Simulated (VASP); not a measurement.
V:

```
CELL_PARAMETERS angstrom
2.61252 0.00000 0.00000
-1.30626 2.26251 0.00000
0.00000 0.00000 4.68790
ATOMIC_POSITIONS crystal
V 0.33333 0.66667 0.25000
V 0.66667 0.33333 0.75000
```

This isn't the form of V at room conditions, which is bcc.

Base run:

```yaml
Program: VASP 6.6.1
Functional: PBE
Potentials_or_basis: VASP PAW PBE potentials, release 64 (V_sv)
Cutoff: 520 eV
k_mesh: 18 × 18 × 10
Occupations: gaussian, width 0.2 eV
Spin: collinear spin, ferromagnetic start
Starting_moments: "[1.5, 1.5] μB"
```

Its results: band gap on the k mesh zero (filled and empty bands overlap); pressure 0.2 GPa; net moment 0.00 μB per cell.

Q: The run is repeated on the same cell with these changes: occupations from gaussian, width 0.2 eV to fermi-dirac, width 0.28 eV. What comes out?

A: Band gap on the k mesh zero (filled and empty bands overlap); pressure 2.9 GPa; net moment 0.00 μB per cell.

Caveats: the moments typed at the start vanished in this run; so wide a smearing shifts energies and pressures (at least some runs).
